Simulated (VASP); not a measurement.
Input of a VASP 6.6.1 run:

INCAR

```
SYSTEM = P
PREC = Accurate
ENCUT = 520
EDIFF = 1E-6
ISMEAR = -1
SIGMA = 0.05
LREAL = .FALSE.
LASPH = .TRUE.
NELM = 80
ALGO = Normal
ISIF = 2
LWAVE = .FALSE.
LCHARG = .FALSE.
GGA = CA
NBANDS = 18
```

KPOINTS

```
Automatic mesh
0
G
  8 1 6
  0 0 0
```

POSCAR

```
P
1.0
    3.2616886149      0.0000000000      0.0000000000
    0.0000000000     34.6230841357      0.0000000000
    0.0000000000      0.0000000000      4.6009959564
P
4
Direct
    0.5000000000      0.9702614300      0.9078492800
    0.5000000000      0.0297385700      0.0921507200
    0.0000000000      0.0297385700      0.4078492800
    0.0000000000      0.9702614300      0.5921507200
```

Potentials or basis: VASP PAW LDA potentials, release 64 (P).

The run is started by

```bash
$ cat potpaw_LDA.64/P/POTCAR > POTCAR
$ mpirun -np 1 vasp_std > vasp.out
```

Q: What does it give for the band gap on the k mesh?

A: 0.84 eV.

Q: What does it give for the largest force?

A: 0.256 eV/Å.

Forces on the atoms (eV/Å):
```
P    0.000 -0.069  0.247
P    0.000  0.069 -0.247
P    0.000  0.069  0.247
P    0.000 -0.069 -0.247
```
